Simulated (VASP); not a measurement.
# TiO2 (I4_1/amd) in VASP: notebook

Runs on TiO2. Level: PBE+U. Tasks: single point.

Program: VASP 6.6.1. These are calculated values, not measurements. Logs are shortened: lines on timing, memory, paths and dates and some standing lists are left out, and cuts for length are marked.

## 1. The cell of the first run

Symmetry: I4_1/amd, No. 141, tetragonal system. Conventional cell: a = 3.690 Å, b = 3.690 Å, c = 10.041 Å, α = 90.00°, β = 90.00°, γ = 90.00°. Ti (site symmetry -4m2) has 6 O at 1.90 to 2.06 Å within 2.5 Å. O (site symmetry 2mm) has 3 Ti at 1.90 to 2.06 Å and 2 O at 2.45 Å within 2.5 Å.

## 2. Single point, PBE+U

INCAR

```
ALGO     = Normal         # electronic algorithm
EDIFF    = 1E-7           # SCF threshold, eV
ENCUT    = 520            # plane-wave cutoff, eV
GGA      = PE             # functional
ISIF     = 2              # what is computed and relaxed
ISMEAR   = 0              # smearing method
LASPH    = T              # aspherical terms in the spheres
LCHARG   = T              # write CHGCAR
LDAU     = T              # DFT+U
LDAUJ    = 0 0          
LDAUL    = 2 -1           # shell
LDAUPRINT= 1            
LDAUTYPE = 2            
LDAUU    = 4 0            # U, eV
LELF     = T              # ELF
LMAXMIX  = 4              # l up to which the mixer works
LREAL    = F              # projectors in reciprocal space
LVHAR    = T            
LWAVE    = F              # write WAVECAR
NBANDS   = 33             # bands
NELM     = 150            # most SCF steps
PREC     = Accurate       # precision mode
SIGMA    = 0.05           # smearing width, eV
```

KPOINTS

```
k-points
0
Gamma
  8 8 8
```

POSCAR

```
TiO2
1.0
   -1.8450500000      1.8450500000      5.0203000000
    1.8450500000     -1.8450500000      5.0203000000
    1.8450500000      1.8450500000     -5.0203000000
Ti O
2 4
Direct
    0.0000000000      0.0000000000      0.0000000000
    0.7500000000      0.2500000000      0.5000000000
    0.2052277854      0.2052277854      0.0000000000
    0.9552277854      0.4552277854      0.5000000000
    0.5447722146      0.0447722146      0.5000000000
    0.7947722146      0.7947722146      0.0000000000
```

Potentials or basis: VASP PAW PBE potentials, release 64 (Ti_sv, O).

The run is started by

```
> cat potpaw_PBE.64/Ti_sv/POTCAR potpaw_PBE.64/O/POTCAR > POTCAR
> mpirun -np 1 vasp_std > vasp.out
```

OUTCAR:

```text
EDIFF = 1E-7
   ENCUT = 520
   GGA = PE
   ISIF = 2
   ISMEAR = 0
   LASPH = T
   LREAL = F
   NELM = 150
   PREC = Accurate

 ion  position               nearest neighbor table
   1  0.000  0.000  0.000-   5 1.90   4 1.90   5 1.90   4 1.90   3 2.06   6 2.06
   2  0.750  0.250  0.500-   6 1.90   3 1.90   6 1.90   3 1.90   4 2.06   5 2.06
   3  0.205  0.205  0.000-   2 1.90   2 1.90   1 2.06
   4  0.955  0.455  0.500-   1 1.90   1 1.90   2 2.06
   5  0.545  0.045  0.500-   1 1.90   1 1.90   2 2.06
   6  0.795  0.795  0.000-   2 1.90   2 1.90   1 2.06

  LATTYP: Found a body centered tetragonal cell.
 ALAT       =     3.6901000000
 C/A-ratio  =     2.7209560717

  Lattice vectors:

 A1 = (  -1.8450500000,   1.8450500000,   5.0203000000)
 A2 = (   1.8450500000,  -1.8450500000,   5.0203000000)
 A3 = (   1.8450500000,   1.8450500000,  -5.0203000000)

Analysis of symmetry for initial positions (statically):
=====================================================================
 Subroutine PRICEL returns:
 Original cell was already a primitive cell.

 Routine SETGRP: Setting up the symmetry group for a
 body centered tetragonal supercell.

 Subroutine GETGRP returns: Found 16 space group operations
 (whereof  8 operations were pure point group operations)
 out of a pool of 16 trial point group operations.

The static configuration has the point symmetry D_2d.
 The point group associated with its full space group is D_4h.

Analysis of symmetry for dynamics (positions and initial velocities):
=====================================================================
 Subroutine PRICEL returns:
 Original cell was already a primitive cell.

 Routine SETGRP: Setting up the symmetry group for a
 body centered tetragonal supercell.

 Subroutine GETGRP returns: Found 16 space group operations
 (whereof  8 operations were pure point group operations)
 out of a pool of 16 trial point group operations.

The dynamic configuration has the point symmetry D_2d.
 The point group associated with its full space group is D_4h.

 Subroutine INISYM returns: Found 16 space group operations
 (whereof  8 operations are pure point group operations),
 and found     1 'primitive' translations

----------------------------------------------------------------------------------------

                                     Primitive cell

  volume of cell :      68.3606

  direct lattice vectors                    reciprocal lattice vectors
    -1.845050000  1.845050000  5.020300000     0.000000000  0.270995366  0.099595642
     1.845050000 -1.845050000  5.020300000     0.270995366  0.000000000  0.099595642
     1.845050000  1.845050000 -5.020300000     0.270995366  0.270995366  0.000000000

  length of vectors
     5.657899884  5.657899884  5.657899884     0.288717475  0.288717475  0.383245322

  position of ions in fractional coordinates (direct lattice)
     0.000000000  0.000000000  0.000000000
     0.750000000  0.250000000  0.500000000
     0.205227785  0.205227785  0.000000000
     0.955227785  0.455227785  0.500000000
     0.544772215  0.044772215  0.500000000
     0.794772215  0.794772215  0.000000000

  ion indices of the primitive-cell ions
   primitive index   ion index
                 1           1
                 2           2
                 3           3
                 4           4
                 5           5
                 6           6

[... 107 lines left out ...]
 Gauss-broadening in eV      SIGMA  =   0.05
  energy-cutoff  :      520.00
  volume of cell :       68.36
 maximum number of plane-waves:      1858
   NGX = 21   NGY = 21   NGZ = 21

atom =   1  type =  1  l = 2

 onsite density matrix

spin component  1

  0.1162 -0.0000 -0.0000 -0.0000 -0.0000
 -0.0000  0.1074  0.0000  0.0000  0.0000
 -0.0000  0.0000  0.2240  0.0000  0.0000
 -0.0000  0.0000  0.0000  0.1074 -0.0000
 -0.0000  0.0000  0.0000 -0.0000  0.2726

spin component  2

  0.1162 -0.0000 -0.0000 -0.0000 -0.0000
 -0.0000  0.1074  0.0000  0.0000  0.0000
 -0.0000  0.0000  0.2240  0.0000  0.0000
 -0.0000  0.0000  0.0000  0.1074 -0.0000
 -0.0000  0.0000  0.0000 -0.0000  0.2726

 occupancies and eigenvectors

  o =  0.1074  v =  0.0000 -0.7415 -0.0000 -0.6709  0.0000  0.0000  0.0000  0.0000  0.0000  0.0000      0.0000  0.0000  0.0000  0.0000  0.0000  0.0000  0.0000  0.0000  0.0000  0.0000
  o =  0.1074  v =  0.0000  0.0000  0.0000  0.0000  0.0000  0.0000 -0.7415 -0.0000 -0.6709  0.0000      0.0000  0.0000  0.0000  0.0000  0.0000  0.0000  0.0000  0.0000  0.0000  0.0000
  o =  0.1074  v =  0.0000  0.6709  0.0000 -0.7415  0.0000  0.0000  0.0000  0.0000  0.0000  0.0000      0.0000  0.0000  0.0000  0.0000  0.0000  0.0000  0.0000  0.0000  0.0000  0.0000
  o =  0.1074  v =  0.0000  0.0000  0.0000  0.0000  0.0000  0.0000  0.6709  0.0000 -0.7415  0.0000      0.0000  0.0000  0.0000  0.0000  0.0000  0.0000  0.0000  0.0000  0.0000  0.0000
  o =  0.1162  v =  0.0000  0.0000  0.0000  0.0000  0.0000  1.0000  0.0000  0.0000  0.0000  0.0000      0.0000  0.0000  0.0000  0.0000  0.0000  0.0000  0.0000  0.0000  0.0000  0.0000
  o =  0.1162  v =  1.0000  0.0000  0.0000  0.0000  0.0000  0.0000  0.0000  0.0000  0.0000  0.0000      0.0000  0.0000  0.0000  0.0000  0.0000  0.0000  0.0000  0.0000  0.0000  0.0000
  o =  0.2240  v =  0.0000 -0.0000  1.0000  0.0000  0.0000  0.0000  0.0000  0.0000  0.0000  0.0000      0.0000  0.0000  0.0000  0.0000  0.0000  0.0000  0.0000  0.0000  0.0000  0.0000
  o =  0.2240  v =  0.0000  0.0000  0.0000  0.0000  0.0000  0.0000 -0.0000  1.0000  0.0000  0.0000      0.0000  0.0000  0.0000  0.0000  0.0000  0.0000  0.0000  0.0000  0.0000  0.0000
  o =  0.2726  v =  0.0000  0.0000  0.0000  0.0000  0.0000  0.0000  0.0000  0.0000 -0.0000 -1.0000      0.0000  0.0000  0.0000  0.0000  0.0000  0.0000  0.0000  0.0000  0.0000  0.0000
  o =  0.2726  v =  0.0000  0.0000  0.0000 -0.0000 -1.0000  0.0000  0.0000  0.0000  0.0000  0.0000      0.0000  0.0000  0.0000  0.0000  0.0000  0.0000  0.0000  0.0000  0.0000  0.0000

atom =   2  type =  1  l = 2

 onsite density matrix

spin component  1

  0.1162 -0.0000 -0.0000 -0.0000  0.0000
 -0.0000  0.1074  0.0000  0.0000  0.0000
 -0.0000  0.0000  0.2240  0.0000 -0.0000
 -0.0000  0.0000  0.0000  0.1074 -0.0000
  0.0000  0.0000 -0.0000 -0.0000  0.2726

spin component  2

  0.1162 -0.0000 -0.0000 -0.0000  0.0000
 -0.0000  0.1074  0.0000  0.0000  0.0000
 -0.0000  0.0000  0.2240  0.0000 -0.0000
 -0.0000  0.0000  0.0000  0.1074 -0.0000
  0.0000  0.0000 -0.0000 -0.0000  0.2726

 occupancies and eigenvectors

  o =  0.1074  v =  0.0000 -0.8479  0.0000 -0.5302 -0.0000  0.0000  0.0000  0.0000  0.0000  0.0000      0.0000  0.0000  0.0000  0.0000  0.0000  0.0000  0.0000  0.0000  0.0000  0.0000
  o =  0.1074  v =  0.0000  0.0000  0.0000  0.0000  0.0000  0.0000 -0.8479  0.0000 -0.5302 -0.0000      0.0000  0.0000  0.0000  0.0000  0.0000  0.0000  0.0000  0.0000  0.0000  0.0000
  o =  0.1074  v =  0.0000 -0.5302  0.0000  0.8479  0.0000  0.0000  0.0000  0.0000  0.0000  0.0000      0.0000  0.0000  0.0000  0.0000  0.0000  0.0000  0.0000  0.0000  0.0000  0.0000
  o =  0.1074  v =  0.0000  0.0000  0.0000  0.0000  0.0000  0.0000 -0.5302  0.0000  0.8479  0.0000      0.0000  0.0000  0.0000  0.0000  0.0000  0.0000  0.0000  0.0000  0.0000  0.0000
  o =  0.1162  v =  0.0000  0.0000  0.0000  0.0000  0.0000  1.0000  0.0000  0.0000  0.0000  0.0000      0.0000  0.0000  0.0000  0.0000  0.0000  0.0000  0.0000  0.0000  0.0000  0.0000
  o =  0.1162  v =  1.0000  0.0000  0.0000  0.0000  0.0000  0.0000  0.0000  0.0000  0.0000  0.0000      0.0000  0.0000  0.0000  0.0000  0.0000  0.0000  0.0000  0.0000  0.0000  0.0000
  o =  0.2240  v =  0.0000 -0.0000 -1.0000 -0.0000 -0.0000  0.0000  0.0000  0.0000  0.0000  0.0000      0.0000  0.0000  0.0000  0.0000  0.0000  0.0000  0.0000  0.0000  0.0000  0.0000
  o =  0.2240  v =  0.0000  0.0000  0.0000  0.0000  0.0000  0.0000 -0.0000 -1.0000 -0.0000 -0.0000      0.0000  0.0000  0.0000  0.0000  0.0000  0.0000  0.0000  0.0000  0.0000  0.0000
  o =  0.2726  v =  0.0000  0.0000  0.0000  0.0000  0.0000  0.0000 -0.0000  0.0000  0.0000 -1.0000      0.0000  0.0000  0.0000  0.0000  0.0000  0.0000  0.0000  0.0000  0.0000  0.0000
  o =  0.2726  v =  0.0000 -0.0000  0.0000  0.0000 -1.0000  0.0000  0.0000  0.0000  0.0000  0.0000      0.0000  0.0000  0.0000  0.0000  0.0000  0.0000  0.0000  0.0000  0.0000  0.0000

 number of electron      48.0000002 magnetization

 Free energy of the ion-electron system (eV)
  ---------------------------------------------------
  ext. energy  EPLUGINS =         0.00000000
  ---------------------------------------------------
  free energy    TOTEN  =       -48.18166148 eV

  energy without entropy =      -48.18166148  energy(sigma->0) =      -48.18166148

 E-fermi :   3.8550     XC(G=0): -10.7269

 val. band max:        3.6475940345   @ k =  -0.3750   0.3750   0.0000
 cond. band min:       6.4994670916   @ k =   0.0000   0.0000   0.0000
 fundamental gap:      2.8518730571
 Fermi energy:         3.8549689171

 k-point     1 :       0.0000    0.0000    0.0000
  band No.  band energies     occupation
      1     -53.6671      2.00000
      2     -53.6238      2.00000
      3     -30.0556      2.00000
      4     -29.8416      2.00000
      5     -29.8416      2.00000
      6     -29.7933      2.00000
[... 853 lines left out ...]
     32       9.9996      0.00000
     33      10.9134      0.00000

 [... further k-points ...]

------------------------ aborting loop because EDIFF is reached ----------------------------------------

  FORCE on cell =-STRESS in cart. coord.  units (eV):
  Direction    XX          YY          ZZ          XY          YZ          ZX
  --------------------------------------------------------------------------------------
  -------------------------------------------------------------------------------------
  Total        8.6507412      8.6507412      1.4473364      0.0000000      0.0000000      0.0000000
  in kB      202.7486448    202.7486448     33.9214278      0.0000000      0.0000000      0.0000000
  external PRESSURE =     146.4729058 kB  Pullay stress =       0.0000000 kB

 VOLUME and BASIS-vectors are now :
 -----------------------------------------------------------------------------
  energy-cutoff  :      520.00
  volume of cell :       68.36
      direct lattice vectors                 reciprocal lattice vectors
    -1.845050000  1.845050000  5.020300000     0.000000000  0.270995366  0.099595642
     1.845050000 -1.845050000  5.020300000     0.270995366  0.000000000  0.099595642
     1.845050000  1.845050000 -5.020300000     0.270995366  0.270995366  0.000000000

 POSITION                                       TOTAL-FORCE (eV/Angst)
 -----------------------------------------------------------------------------------
      0.00000      0.00000      0.00000         0.000000      0.000000     -0.000000
      0.00000      1.84505      2.51015         0.000000      0.000000     -0.000000
      0.00000      0.00000      2.06061        -0.000000      0.000000     -0.413217
      0.00000      1.84505      4.57076         0.000000     -0.000000     -0.413217
      0.00000      1.84505      0.44954         0.000000     -0.000000      0.413217
      0.00000      0.00000      7.97999        -0.000000      0.000000      0.413217
 -----------------------------------------------------------------------------------
    total drift:                               -0.000000     -0.000000     -0.000000

  FREE ENERGIE OF THE ION-ELECTRON SYSTEM (eV)
  ---------------------------------------------------
  free  energy   TOTEN  =       -48.1816614831 eV

  energy  without entropy=      -48.1816614831  energy(sigma->0) =      -48.18166148
```

Run time: 2.7 min. Hardware: 1 thread of Intel Xeon 6975P-C (Granite Rapids), shared host; peak memory 0.31 GiB.

Results:

```yaml
Free_energy: -48.1817 eV
Pressure: 14.6 GPa
Largest_force: 0.413 eV/Å
Band_gap_on_the_k_mesh: 2.85 eV (least direct gap 3.20 eV)
```

Forces in eV/Å, atoms in the order of the input:
```
Ti   0.000  0.000  0.000
Ti   0.000  0.000  0.000
O    0.000  0.000 -0.413
O    0.000  0.000 -0.413
O    0.000  0.000  0.413
O    0.000  0.000  0.413
```

Eigenvalues of the final occupation matrices:
```
    site  spin  trace               eigenvalues
site 1 d     1   0.83  0.11 0.11 0.12 0.22 0.27
site 1 d     2   0.83  0.11 0.11 0.12 0.22 0.27
site 2 d     1   0.83  0.11 0.11 0.12 0.22 0.27
site 2 d     2   0.83  0.11 0.11 0.12 0.22 0.27
```

Caveat: the cell stands under pressure. A k mesh can miss the band edges.

## 3. Single point, PBE+U

This run uses another cell than the first one, of 11.48 Å³/atom.

INCAR

```
SYSTEM = TiO2
PREC     = Accurate       ! precision mode
ENCUT    = 520            ! plane-wave cutoff, eV
EDIFF    = 1E-7           ! SCF threshold, eV
ISMEAR   = 0              ! smearing method
SIGMA    = 0.05           ! smearing width, eV
LREAL    = .FALSE.        ! projectors in reciprocal space
LASPH    = .TRUE.         ! aspherical terms in the spheres
NELM     = 150            ! most SCF steps
ALGO     = Normal         ! electronic algorithm
ISIF     = 2              ! what is computed and relaxed
LWAVE    = .FALSE.        ! write WAVECAR
LCHARG   = .TRUE.         ! write CHGCAR
LMAXMIX  = 4              ! l up to which the mixer works
LDAU     = .TRUE.         ! DFT+U
LDAUTYPE = 2            
LDAUL    = 2 -1           ! shell
LDAUU    = 4 0            ! U, eV
LDAUJ    = 0 0          
LDAUPRINT= 1            
GGA      = PE             ! functional
LELF     = .TRUE.         ! ELF
LVHAR    = .TRUE.       
NBANDS   = 33             ! bands
```

KPOINTS

```
Automatic mesh
0
G
  8 8 8
  0 0 0
```

Changes to POSCAR since step 2:

```diff
@@ -2,5 +2,5 @@
 1.0
-   -1.8450500000      1.8450500000      5.0203000000
-    1.8450500000     -1.8450500000      5.0203000000
-    1.8450500000      1.8450500000     -5.0203000000
+   -1.8768500000      1.8768500000      4.8899050332
+    1.8768500000     -1.8768500000      4.8899050332
+    1.8768500000      1.8768500000     -4.8899050332
 Ti O
```

Potentials or basis: VASP PAW PBE potentials, release 64 (Ti_sv, O).

The run is started by

```
> cat potpaw_PBE.64/Ti_sv/POTCAR potpaw_PBE.64/O/POTCAR > POTCAR
> mpirun -np 1 vasp_std > vasp.out
```

It took 2.7 min on 1 thread of Intel Xeon 6975P-C (Granite Rapids), shared host; peak memory 0.31 GiB.

Results (log left out):

```
Free energy            : -48.3657 eV
Pressure               : 11.9 GPa
Largest force          : 0.112 eV/Å
Band gap on the k mesh : 2.79 eV (least direct gap 3.08 eV)
```

Forces on the atoms (eV/Å):
```
Ti   0.000  0.000  0.000
Ti   0.000  0.000  0.000
O    0.000  0.000  0.112
O    0.000  0.000  0.112
O    0.000  0.000 -0.112
O    0.000  0.000 -0.112
```

Stress tensor (GPa, compression positive):
```
13.70  0.00  0.00
 0.00 13.70  0.00
 0.00  0.00  8.34
```

Levels at points of the mesh, in eV from the valence-band top:
```tsv
k point	band 22	band 23	band 24	band 25	band 26	band 27
(0.00, 0.00, 0.00)	-0.78	-0.40	-0.40	2.79	3.47	4.63
(0.50, 0.00, 0.00)	-0.87	-0.86	-0.69	3.88	4.02	4.16
(0.50, 0.50, 0.00)	-1.97	-0.04	-0.04	3.83	3.83	4.28
(0.50, 0.50, 0.50)	-1.24	-0.08	-0.08	3.12	3.12	4.43
```

Eigenvalues of the final occupation matrices:
```csv
site,spin,trace,eigenvalues
site 1 d,1,0.82,0.10 0.10 0.11 0.24 0.26
site 1 d,2,0.82,0.10 0.10 0.11 0.24 0.26
site 2 d,1,0.82,0.10 0.10 0.11 0.24 0.26
site 2 d,2,0.82,0.10 0.10 0.11 0.24 0.26
```

Caveat: the cell stands under pressure. A k mesh can miss the band edges.

## 4. Single point, PBE+U

This run uses another cell than the first one, of 11.56 Å³/atom.

INCAR

```
PREC = Accurate ; ENCUT = 520
EDIFF = 1E-6 ; ISMEAR = 0
SIGMA = 0.05 ; LREAL = F
LASPH = T ; NELM = 150
ALGO = Normal ; ISIF = 2
LWAVE = F ; LCHARG = F
LMAXMIX = 4 ; LDAU = T
LDAUTYPE = 2 ; LDAUL = 2 -1
LDAUU = 4 0 ; LDAUJ = 0 0
LDAUPRINT = 1 ; GGA = PE
NBANDS = 33
```

KPOINTS

```
Automatic mesh
0
Gamma
  8 8 8
```

Changes to POSCAR since step 3:

```diff
@@ -2,5 +2,5 @@
 1.0
-   -1.8768500000      1.8768500000      4.8899050332
-    1.8768500000     -1.8768500000      4.8899050332
-    1.8768500000      1.8768500000     -4.8899050332
+   -1.9086496194      1.9086496194      4.7595000000
+    1.9086496194     -1.9086496194      4.7595000000
+    1.9086496194      1.9086496194     -4.7595000000
 Ti O
```

The run is started by

```
> cat potpaw_PBE.64/Ti_sv/POTCAR potpaw_PBE.64/O/POTCAR > POTCAR
> mpirun -np 1 vasp_std > vasp.out
```

Wall time 2.4 min (1 thread of Intel Xeon 6975P-C (Granite Rapids), shared host); peak memory 0.31 GiB.

It converged, with:

```
Free energy            : -48.3859 eV
Pressure               : 10.9 GPa
Largest force          : 0.725 eV/Å
Band gap on the k mesh : 2.77 eV (least direct gap 3.02 eV)
```

Forces on the atoms (eV/Å):
```
Ti   0.000  0.000  0.000
Ti   0.000  0.000  0.000
O    0.000  0.000  0.725
O    0.000  0.000  0.725
O    0.000  0.000 -0.725
O    0.000  0.000 -0.725
```

Stress tensor (GPa, compression positive):
```
 8.35  0.00  0.00
 0.00  8.35  0.00
 0.00  0.00 15.93
```

Levels at points of the mesh, in eV from the valence-band top:
```
           k point  band 21  band 22  band 23  band 24  band 25  band 26  band 27  band 28
(0.00, 0.00, 0.00)    -0.61    -0.61    -0.37    -0.37     2.77     3.55     4.59     4.59
(0.50, 0.00, 0.00)    -1.74    -0.83    -0.73    -0.58     3.81     4.07     4.14     4.22
(0.50, 0.50, 0.00)    -1.84    -1.84    -0.03    -0.03     3.92     3.92     4.33     4.33
(0.50, 0.50, 0.50)    -1.13    -1.13    -0.04    -0.04     3.14     3.14     4.41     4.41
```

Eigenvalues of the final occupation matrices:
```csv
site,spin,trace,eigenvalues
site 1 d,1,0.81,0.10 0.10 0.10 0.24 0.26
site 1 d,2,0.81,0.10 0.10 0.10 0.24 0.26
site 2 d,1,0.81,0.10 0.10 0.10 0.24 0.26
site 2 d,2,0.81,0.10 0.10 0.10 0.24 0.26
```

Caveat: the cell stands under pressure.

[end of part 1 of 2]
